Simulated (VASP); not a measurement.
## Ba3Os: single point with PBE

Ba3Os:

```
Ba Os
1.0
     5.13372    0.00000    0.00000
     0.00000    5.13372    0.00000
     0.00000    0.00000    5.13372
Ba Os
3 1
Cartesian
  0.0000 2.5669 2.5669
  2.5669 0.0000 2.5669
  2.5669 2.5669 0.0000
  0.0000 0.0000 0.0000
```

- Program: VASP 6.6.1
- Task: single point
- Functional: PBE
- Potentials or basis: VASP PAW PBE potentials, release 64 (Ba_sv, Os_sv_GW)
- Cutoff: 500 eV
- k mesh: 10 × 10 × 10
- Occupations: gaussian, width 0.1 eV
- Spin: no spin polarisation
- Dipole correction: no
- Further INCAR settings: ALGO = Normal; EDIFF = 1e-06; NBANDS = 31

```yaml
Pressure: 0.8 GPa
Band_gap_on_the_k_mesh: zero (bands 23 and 24 overlap by 1.02 eV)
```

Levels at points of the mesh, in eV from the Fermi level:
```
           k point  band 20  band 21  band 22  band 23  band 24  band 25  band 26  band 27
(0.00, 0.00, 0.00)    -1.74    -1.42    -1.42    -1.42     1.06     1.06     1.06     2.31
(0.50, 0.00, 0.00)    -0.87    -0.64    -0.32    -0.32    -0.27     0.31     0.87     0.87
(0.50, 0.50, 0.00)    -0.35    -0.35    -0.08     0.16     0.25     0.25     1.02     1.02
(0.50, 0.50, 0.50)    -1.41    -0.30    -0.30     0.72     0.72     0.72     2.40     2.40
```

Wall time 94 s on 1 thread of Intel(R) Xeon(R) 6975P-C (Granite Rapids), on a shared host, peak memory 0.38 GiB.

Caveat: spin-orbit coupling is left out, which moves the levels of the heavy elements.
